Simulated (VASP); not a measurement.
As:

```xyz
2
Lattice="1.8808 1.0859 3.5141 -1.8808 1.0859 3.5141 0.0000 -2.1718 3.5141" Properties=species:S:1:pos:R:3 pbc="T T T"
As    0.0000    0.0000    2.3825
As    0.0000    0.0000    8.1597
```

```yaml
Program: VASP 6.6.1
Task: relaxation of cell and atoms
Functional: PBE
Dispersion: D3(BJ)
Potentials_or_basis: VASP PAW PBE potentials, release 64 (As)
Cutoff: 600 eV
k_mesh: 9 × 9 × 9
Occupations: fermi-dirac, width 0.05 eV
Spin: no spin polarisation
```

At the start: pressure 0.8 GPa; volume 21.53 Å³/atom.

Q: Where does the relaxation end?

A: Over 11 steps the energy falls by 11.9 meV/atom and the volume is 20.94 Å³/atom (-2.8 %); space group R-3m (No. 166, to 0.05 Å).

Step by step:
| step | energy change (eV) | largest force (eV/Å) | pressure (GPa) | volume (Å³) |
| --- | --- | --- | --- | --- |
| 1 | 0.0000 | 0.4877 | 0.82 | 43.06 |
| 2 | -0.0096 | 0.0257 | -1.62 | 43.75 |
| 3 | -0.0104 | 0.0835 | -1.10 | 43.60 |
| 4 | -0.0164 | 0.0296 | -0.49 | 42.89 |
| 5 | -0.0191 | 0.0267 | 0.28 | 42.11 |
| 6 | -0.0227 | 0.0288 | 0.10 | 41.96 |
| 7 | -0.0237 | 0.0306 | -0.02 | 41.83 |
| 8 | -0.0237 | 0.0306 | -0.03 | 41.82 |
| 9 | -0.0238 | 0.0079 | 0.11 | 41.79 |
| 10 | -0.0238 | 0.0018 | 0.08 | 41.80 |
| 11 | -0.0238 | 0.0020 | -0.03 | 41.87 |

Final structure:
```cif
data_structure
_symmetry_space_group_name_H-M 'P 1'
_symmetry_Int_Tables_number 1
_cell_length_a 4.0131
_cell_length_b 4.0131
_cell_length_c 4.0131
_cell_angle_alpha 56.377
_cell_angle_beta 56.377
_cell_angle_gamma 56.377
_cell_volume 41.87
loop_
_atom_site_label
_atom_site_type_symbol
_atom_site_fract_x
_atom_site_fract_y
_atom_site_fract_z
_atom_site_occupancy
As1 As 0.23045 0.23045 0.23045 1
As2 As 0.76955 0.76955 0.76955 1
```
